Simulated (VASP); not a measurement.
LiZn, 4 atoms in the cell. The structure is cubic, space group Fd-3m (No. 227). The conventional cell has a = 6.292 Å, b = 6.292 Å, c = 6.292 Å, α = 90.00°, β = 90.00°, γ = 90.00°. Within 3.6 Å of Li (site symmetry -43m) lie 4 Li at 2.72 Å and 10 Zn at 2.72 to 3.15 Å. Zn (site symmetry -43m) has 10 Li at 2.72 to 3.15 Å and 4 Zn at 2.72 Å within 3.6 Å. 

```yaml
Program: VASP 6.6.1
Task: single point
Functional: r2SCAN
Potentials_or_basis: VASP PAW PBE potentials, release 64 (Li_sv, Zn)
Cutoff: 520 eV
k_mesh: 12 × 12 × 12
Occupations: gaussian, width 0.1 eV
Spin: no spin polarisation
Dipole_correction: no
Further_INCAR_settings: ALGO = Normal; EDIFF = 1e-06; NBANDS = 23
```

Potentials or basis: VASP PAW PBE potentials, release 64 (Li_sv, Zn).

Command:

```bash
$ cat potpaw_PBE.64/Li_sv/POTCAR potpaw_PBE.64/Zn/POTCAR > POTCAR
$ cp INCAR.step1 INCAR
$ mpirun -np 1 vasp_std > vasp.out
$ cp INCAR.step2 INCAR
$ mpirun -np 1 vasp_std > vasp.out
```

Hardware: 1 thread of Intel(R) Xeon(R) Platinum 8375C CPU @ 2.90GHz (Ice Lake) (shared host).

How long does it take, and how much memory?

It took 9.1 min on 1 thread of Intel(R) Xeon(R) Platinum 8375C CPU @ 2.90GHz (Ice Lake), on a shared host, peak memory 0.26 GiB. Counts: k points 72.
